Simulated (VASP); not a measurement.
# NbCd3 (Pm-3m) in VASP: notebook

The runs below take NbCd3 through single point, with PBEsol.

Program: VASP 6.6.1. These are calculated values, not measurements. Logs are shortened: lines on timing, memory, paths and dates and some standing lists are left out, and cuts for length are marked.

## Step 1: The cell of the first run

The structure is cubic, space group Pm-3m (No. 221). Conventional cell: a = 4.243 Å, b = 4.243 Å, c = 4.243 Å, α = 90.00°, β = 90.00°, γ = 90.00°. Cd (site symmetry 4/mmm) has 8 Cd at 3.00 Å and 4 Nb at 3.00 Å within 4.0 Å. Nb (site symmetry m-3m) has 12 Cd at 3.00 Å within 4.0 Å.

## Step 2: Single point, PBEsol

Input file INCAR:

```
ALGO = Fast ; EDIFF = 1E-6
ENCUT = 520 ; GGA = PS
ISIF = 2 ; ISMEAR = -1
LASPH = T ; LCHARG = F
LREAL = F ; LWAVE = F
NBANDS = 32 ; NELM = 80
PREC = Accurate ; SIGMA = 0.05
```

Input file KPOINTS:

```
k-points
0
Gamma
  6 6 6
```

Input file POSCAR:

```
NbCd3
1.0
    4.2429147208      0.0000000000      0.0000000000
    0.0000000000      4.2429147208      0.0000000000
    0.0000000000      0.0000000000      4.2429147208
Cd Nb
3 1
Direct
    0.5000000000      0.5000000000      0.0000000000
    0.5000000000      0.0000000000      0.5000000000
    0.0000000000      0.5000000000      0.5000000000
    0.0000000000      0.0000000000      0.0000000000
```

Potentials or basis: VASP PAW PBE potentials, release 64 (Cd, Nb_sv).

The run is started by

```console
> cat potpaw_PBE.64/Cd/POTCAR potpaw_PBE.64/Nb_sv/POTCAR > POTCAR
> mpirun -np 1 vasp_std > vasp.out
```

OUTCAR:

```text
EDIFF = 1E-6
   ENCUT = 520
   GGA = PS
   ISIF = 2
   ISMEAR = -1
   LASPH = T
   LREAL = F
   NELM = 80
   PREC = Accurate

 ion  position               nearest neighbor table
   1  0.500  0.500  0.000-   2 3.00   3 3.00   4 3.00   2 3.00   3 3.00   2 3.00   4 3.00   2 3.00
                             3 3.00   4 3.00   3 3.00   4 3.00
   2  0.500  0.000  0.500-   1 3.00   3 3.00   4 3.00   1 3.00   4 3.00   1 3.00   3 3.00   1 3.00
                             3 3.00   4 3.00   4 3.00   3 3.00
   3  0.000  0.500  0.500-   1 3.00   2 3.00   4 3.00   1 3.00   4 3.00   2 3.00   4 3.00   4 3.00
                             1 3.00   2 3.00   1 3.00   2 3.00
   4  0.000  0.000  0.000-   1 3.00   2 3.00   3 3.00   2 3.00   3 3.00   1 3.00   3 3.00   3 3.00
                             1 3.00   2 3.00   2 3.00   1 3.00

  LATTYP: Found a simple cubic cell.
 ALAT       =     4.2429147208

  Lattice vectors:

 A1 = (   4.2429147208,   0.0000000000,   0.0000000000)
 A2 = (   0.0000000000,   4.2429147208,   0.0000000000)
 A3 = (   0.0000000000,   0.0000000000,   4.2429147208)

Analysis of symmetry for initial positions (statically):
=====================================================================
 Subroutine PRICEL returns:
 Original cell was already a primitive cell.

 Routine SETGRP: Setting up the symmetry group for a
 simple cubic supercell.

 Subroutine GETGRP returns: Found 48 space group operations
 (whereof 48 operations were pure point group operations)
 out of a pool of 48 trial point group operations.

The static configuration has the point symmetry O_h .

Analysis of symmetry for dynamics (positions and initial velocities):
=====================================================================
 Subroutine PRICEL returns:
 Original cell was already a primitive cell.

 Routine SETGRP: Setting up the symmetry group for a
 simple cubic supercell.

 Subroutine GETGRP returns: Found 48 space group operations
 (whereof 48 operations were pure point group operations)
 out of a pool of 48 trial point group operations.

The dynamic configuration has the point symmetry O_h .

 Subroutine INISYM returns: Found 48 space group operations
 (whereof 48 operations are pure point group operations),
 and found     1 'primitive' translations

----------------------------------------------------------------------------------------

                                     Primitive cell
[... 89 lines left out ...]
   NELM   =     80;   NELMIN=  2; NELMDL= -5     # of ELM steps
   EDIFF  = 0.1E-05   stopping-criterion for ELM
   LREAL  =      F    real-space projection
   EDIFFG = 0.1E-04   stopping-criterion for IOM
   NSW    =      0    number of steps for IOM
   IBRION =     -1    ionic relax: 0-MD 1-quasi-New 2-CG
   NFREE  =      0    steps in history (QN), initial steepest desc. (CG)
   ISIF   =      2    stress and relaxation
   ISYM   =      2    0-nonsym 1-usesym 2-fastsym
   POTIM  = 0.5000    time-step for ionic-motion
   TEBEG  =    0.0;   TEEND  =   0.0 temperature during run
   PSTRESS=    0.0 pullay stress
   NELECT =      49.0000    total number of electrons
   NUPDOWN=      -1.0000    fix difference up-down
   EMIN   =  10.00;   EMAX   =-10.00  energy-range for DOS
   EFERMI =   0.00;   METHOD = LEGACY
   ISMEAR =    -1;   SIGMA  =   0.05  broadening in eV -4-tet -1-fermi 0-gaus
   EFERMI_NEDOS =   21; number of points for ismear=-14 and -15
   IALGO  =     68    algorithm
   IMIX   =      4    mixing-type and parameters
     AMIX     =   0.40;   BMIX     =  1.00
     AMIX_MAG =   1.60;   BMIX_MAG =  1.00
  volume/ion in A,a.u.               =      19.10       128.86
  Fermi-wavevector in a.u.,A,eV,Ry     =   1.411917  2.668137 27.123352  1.993510
  Thomas-Fermi vector in A             =   2.533719
   LORBIT       =      0    0 simple, 1 ext, 2 COOP (PROOUT), +10 PAW based schemes
   GGA     = PS    functional components
   LHFCALC =     F    Hartree Fock is set to
   AEXX    =    0.0000 exact exchange contribution
   IVDW    =     0    specifies the selected vdW correction
   LEPSILON=     F    determine dielectric tensor
   LRPA    =     F    only Hartree local field effects (RPA)
 non-spin polarized calculation
 RMM-DIIS sequential band-by-band and
  energy-cutoff  :      520.00
  volume of cell :       76.38
 maximum number of plane-waves:      2103
 NGX is ok and might be reduce to    32
   NGX = 15   NGY = 15   NGZ = 15

 number of electron      49.0000021 magnetization

 Free energy of the ion-electron system (eV)
  ---------------------------------------------------
  ext. energy  EPLUGINS =         0.00000000
  ---------------------------------------------------
  free energy    TOTEN  =       -14.11686519 eV

  energy without entropy =      -14.09630882  energy(sigma->0) =      -14.10658700

 E-fermi :   4.9300     XC(G=0): -12.0126

 val. band max:        4.8683646253   @ k =   0.5000   0.3333   0.0000
 cond. band min:       4.9434973507   @ k =   0.3333   0.3333   0.0000
 fundamental gap:      0.0751327254
 Fermi energy:         4.9299812200

 k-point     1 :       0.0000    0.0000    0.0000
  band No.  band energies     occupation
      1     -49.9256      2.00000
      2     -26.0053      2.00000
      3     -26.0053      2.00000
      4     -26.0053      2.00000
      5      -4.6731      2.00000
      6      -4.4458      2.00000
[... 689 lines left out ...]
     31       9.1198      0.00000
     32       9.1198      0.00000

------------------------ aborting loop because EDIFF is reached ----------------------------------------

  FORCE on cell =-STRESS in cart. coord.  units (eV):
  Direction    XX          YY          ZZ          XY          YZ          ZX
  --------------------------------------------------------------------------------------
  -------------------------------------------------------------------------------------
  Total       -0.1735428     -0.1735428     -0.1735428      0.0000000     -0.0000000     -0.0000000
  in kB       -3.6401913     -3.6401913     -3.6401913      0.0000000     -0.0000000     -0.0000000
  external PRESSURE =      -3.6401913 kB  Pullay stress =       0.0000000 kB

 VOLUME and BASIS-vectors are now :
 -----------------------------------------------------------------------------
  energy-cutoff  :      520.00
  volume of cell :       76.38
      direct lattice vectors                 reciprocal lattice vectors
     4.242914721  0.000000000  0.000000000     0.235687037  0.000000000  0.000000000
     0.000000000  4.242914721  0.000000000     0.000000000  0.235687037  0.000000000
     0.000000000  0.000000000  4.242914721     0.000000000  0.000000000  0.235687037

 POSITION                                       TOTAL-FORCE (eV/Angst)
 -----------------------------------------------------------------------------------
      2.12146      2.12146      0.00000         0.000000      0.000000      0.000000
      2.12146      0.00000      2.12146         0.000000      0.000000      0.000000
      0.00000      2.12146      2.12146         0.000000      0.000000      0.000000
      0.00000      0.00000      0.00000         0.000000      0.000000      0.000000
 -----------------------------------------------------------------------------------
    total drift:                                0.000000     -0.000000     -0.000000

  FREE ENERGIE OF THE ION-ELECTRON SYSTEM (eV)
  ---------------------------------------------------
  free  energy   TOTEN  =       -14.1168651875 eV

  energy  without entropy=      -14.0963088182  energy(sigma->0) =      -14.10658700
```

stdout:

```text
POSCAR found type information on POSCAR CdNb
 POSCAR found :  2 types and       4 ions
 scaLAPACK will be used
 -----------------------------------------------------------------------------
|                                                                             |
|                                                                             |
|     You enforced a specific xc type in the INCAR file but a different       |
|     I HOPE YOU KNOW WHAT YOU ARE DOING!                                     |
|                                                                             |
 -----------------------------------------------------------------------------

 LDA part: xc-table for (Slater+PW92), standard interpolation
 POSCAR, INCAR and KPOINTS ok, starting setup
 FFT: planning ... GRIDC
 FFT: planning ... GRID_SOFT
 FFT: planning ... GRID
 WAVECAR not read
 entering main loop
WARNING in EDDRMM: call to ZHEGV failed, returncode =   6  3     29
WARNING in EDDRMM: call to ZHEGV failed, returncode =   8  4     29
```

Wall time 31 s (1 thread of Intel Xeon Platinum 8488C (Sapphire Rapids), shared host); peak memory 0.19 GiB.

Results:

```yaml
Free_energy: -14.1169 eV
Pressure: -0.4 GPa
Band_gap_on_the_k_mesh: zero (an odd number of electrons rules out a gap without spin polarisation)
```

Caveat: the PAW data sets were made with another functional, which shifts forces and pressure a little.

## Step 3: Single point, PBEsol

This run uses another cell than the first one, of 19.47 Å³/atom.

Input file INCAR:

```
SYSTEM = NbCd3
  PREC = Accurate
  ENCUT = 520
  EDIFF = 1E-7
  ISMEAR = -1
  SIGMA = 0.05
  LREAL = .False.
  LASPH = .True.
  NELM = 60
  ALGO = Normal
  ISIF = 2
  LWAVE = .False.
  LCHARG = .False.
  GGA = PS
  NBANDS = 32
```

Input file KPOINTS:

```
Automatic mesh
0
Gamma
  6 6 6
  0 0 0
```

Input file POSCAR:

```
NbCd3
1.0
    4.2704668871      0.0000000000      0.0000000000
    0.0000000000      4.2704668871      0.0000000000
    0.0000000000      0.0000000000      4.2704668871
Cd Nb
3 1
Direct
    0.5000000000      0.5000000000      0.0000000000
    0.5000000000      0.0000000000      0.5000000000
    0.0000000000      0.5000000000      0.5000000000
    0.0000000000      0.0000000000      0.0000000000
```

Potentials or basis: VASP PAW PBE potentials, release 64 (Cd, Nb_sv).

The run is started by

```console
> cat potpaw_PBE.64/Cd/POTCAR potpaw_PBE.64/Nb_sv/POTCAR > POTCAR
> mpirun -np 1 vasp_std > vasp.out
```

OUTCAR:

```text
SYSTEM = NbCd3
   PREC = Accurate
   ENCUT = 520
   EDIFF = 1E-7
   ISMEAR = -1
   LREAL = .False.
   LASPH = .True.
   NELM = 60
   ISIF = 2
   GGA = PS

 ion  position               nearest neighbor table
   1  0.500  0.500  0.000-   2 3.02   3 3.02   4 3.02   2 3.02   3 3.02   2 3.02   4 3.02   2 3.02
                             3 3.02   4 3.02   3 3.02   4 3.02
   2  0.500  0.000  0.500-   1 3.02   3 3.02   4 3.02   1 3.02   4 3.02   1 3.02   3 3.02   1 3.02
                             3 3.02   4 3.02   4 3.02   3 3.02
   3  0.000  0.500  0.500-   1 3.02   2 3.02   4 3.02   1 3.02   4 3.02   2 3.02   4 3.02   4 3.02
                             1 3.02   2 3.02   1 3.02   2 3.02
   4  0.000  0.000  0.000-   1 3.02   2 3.02   3 3.02   2 3.02   3 3.02   1 3.02   3 3.02   3 3.02
                             1 3.02   2 3.02   2 3.02   1 3.02

  LATTYP: Found a simple cubic cell.
 ALAT       =     4.2704668871

  Lattice vectors:

 A1 = (   4.2704668871,   0.0000000000,   0.0000000000)
 A2 = (   0.0000000000,   4.2704668871,   0.0000000000)
 A3 = (   0.0000000000,   0.0000000000,   4.2704668871)

Analysis of symmetry for initial positions (statically):
[... 172 lines left out ...]
 E-fermi :   4.7560     XC(G=0): -11.9069

 val. band max:        4.6979355547   @ k =   0.5000   0.3333   0.0000
 cond. band min:       4.7705618446   @ k =   0.3333   0.3333   0.0000
 fundamental gap:      0.0726262899
 Fermi energy:         4.7560202364

 k-point     1 :       0.0000    0.0000    0.0000
  band No.  band energies     occupation
      1     -50.1354      2.00000
      2     -26.2084      2.00000
      3     -26.2084      2.00000
      4     -26.2084      2.00000
      5      -4.7533      2.00000
      6      -4.5396      2.00000
[... 689 lines left out ...]
     31       8.8241      0.00000
     32       8.8241      0.00000

------------------------ aborting loop because EDIFF is reached ----------------------------------------

  FORCE on cell =-STRESS in cart. coord.  units (eV):
  Direction    XX          YY          ZZ          XY          YZ          ZX
  --------------------------------------------------------------------------------------
  -------------------------------------------------------------------------------------
  Total       -1.1525099     -1.1525099     -1.1525099      0.0000000      0.0000000     -0.0000000
  in kB      -23.7098695    -23.7098695    -23.7098695      0.0000000      0.0000000     -0.0000000
  external PRESSURE =     -23.7098695 kB  Pullay stress =       0.0000000 kB

 VOLUME and BASIS-vectors are now :
 -----------------------------------------------------------------------------
  energy-cutoff  :      520.00
  volume of cell :       77.88
      direct lattice vectors                 reciprocal lattice vectors
     4.270466887  0.000000000  0.000000000     0.234166433  0.000000000  0.000000000
     0.000000000  4.270466887  0.000000000     0.000000000  0.234166433  0.000000000
     0.000000000  0.000000000  4.270466887     0.000000000  0.000000000  0.234166433

 POSITION                                       TOTAL-FORCE (eV/Angst)
 -----------------------------------------------------------------------------------
      2.13523      2.13523      0.00000         0.000000      0.000000      0.000000
      2.13523      0.00000      2.13523         0.000000      0.000000      0.000000
      0.00000      2.13523      2.13523         0.000000      0.000000      0.000000
      0.00000      0.00000      0.00000         0.000000      0.000000      0.000000
 -----------------------------------------------------------------------------------
    total drift:                                0.000000     -0.000000     -0.000000

  FREE ENERGIE OF THE ION-ELECTRON SYSTEM (eV)
  ---------------------------------------------------
  free  energy   TOTEN  =       -14.1042338635 eV

  energy  without entropy=      -14.0832155746  energy(sigma->0) =      -14.09372472
```

Run time: 30 s. Hardware: 1 thread of Intel Xeon Platinum 8488C (Sapphire Rapids), shared host; peak memory 0.19 GiB.

Results:

```
Free energy            : -14.1042 eV
Pressure               : -2.4 GPa
Band gap on the k mesh : zero (an odd number of electrons rules out a gap without spin polarisation)
```

Caveat: the PAW data sets were made with another functional, which shifts forces and pressure a little.

The gap in the log of VASP goes by the Fermi energy; the results here count the filled bands.